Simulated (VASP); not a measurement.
A run of VASP 6.6.1 is set up as follows.

Contents of INCAR:

```
PREC = Accurate
ENCUT = 600
EDIFF = 1E-6
ISMEAR = 1
SIGMA = 0.01
LREAL = F
LASPH = T
NELM = 120
ALGO = Normal
ISIF = 2
LWAVE = F
LCHARG = F
NBANDS = 53
GGA_COMPAT = F
```

Contents of KPOINTS:

```
Automatic mesh
0
Gamma
  4 4 4
```

POSCAR

```
BaCaGaBiO6
1.0
    0.0000000000      4.1139350000      4.1139350000
    4.1139350000      0.0000000000      4.1139350000
    4.1139350000      4.1139350000      0.0000000000
Ba Ca Ga Bi O
1 1 1 1 6
Direct
    0.7500000000      0.7500000000      0.7500000000
    0.2500000000      0.2500000000      0.2500000000
    0.5000000000      0.5000000000      0.5000000000
    0.0000000000      0.0000000000      0.0000000000
    0.7426000000      0.2574000000      0.2574000000
    0.2574000000      0.2574000000      0.7426000000
    0.7426000000      0.7426000000      0.2574000000
    0.7426000000      0.2574000000      0.7426000000
    0.2574000000      0.7426000000      0.2574000000
    0.2574000000      0.7426000000      0.7426000000
```

Potentials or basis: VASP PAW LDA potentials, release 64 (Ba_sv, Ca_sv, Ga_d, Bi_d, O).

The run is started by

```sh
$ cat potpaw_LDA.64/Ba_sv/POTCAR potpaw_LDA.64/Ca_sv/POTCAR potpaw_LDA.64/Ga_d/POTCAR potpaw_LDA.64/Bi_d/POTCAR potpaw_LDA.64/O/POTCAR > POTCAR
$ mpirun -np 1 vasp_std > vasp.out
```

Problem. Estimate the band gap on the k mesh.

Solution. Zero (filled and empty bands touch).

Problem. Estimate the pressure.

Solution. -9.7 GPa.

Problem. Predict the largest force.

Solution. 0.155 eV/Å.

Forces on the atoms (eV/Å):
```
Ba   0.000  0.000  0.000
Ca   0.000  0.000  0.000
Ga   0.000  0.000  0.000
Bi   0.000  0.000  0.000
O   -0.155  0.000  0.000
O    0.000  0.000 -0.155
O    0.000  0.000  0.155
O    0.000  0.155  0.000
O    0.000 -0.155  0.000
O    0.155  0.000  0.000
```

Caveat: the cell stands under tension; spin-orbit coupling is left out, which moves the levels of the heavy elements.
